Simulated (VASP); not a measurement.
The system is PbS.

```
CELL_PARAMETERS angstrom
4.99703 0.00000 0.00000
-2.49852 4.32755 0.00000
0.00000 0.00000 5.99770
ATOMIC_POSITIONS crystal
Pb 0.33333 0.66667 0.93592
Pb 0.66667 0.33333 0.43592
S 0.33333 0.66667 0.43908
S 0.66667 0.33333 0.93908
```

Base run:

| Item | Value |
| --- | --- |
| Program | VASP 6.6.1 |
| Functional | LDA |
| Potentials or basis | VASP PAW LDA potentials, release 64 (Pb_d, S) |
| Cutoff | 520 eV |
| k mesh | 6 × 6 × 4 |
| Occupations | gaussian, width 0.01 eV |
| Spin | no spin polarisation |

Its results: band gap on the k mesh 1.27 eV, direct; pressure -2.7 GPa.

Problem. The run is repeated on the same cell with these changes: functional from LDA to PBE; potentials or basis from VASP PAW LDA potentials, release 64 (Pb_d, S) to VASP PAW PBE potentials, release 64 (Pb_d, S). What comes out?

Solution. Band gap on the k mesh 1.43 eV, direct; pressure 0.7 GPa.

Caveats: spin-orbit coupling is left out, which moves the levels of the heavy elements.

A k mesh can miss the band edges.
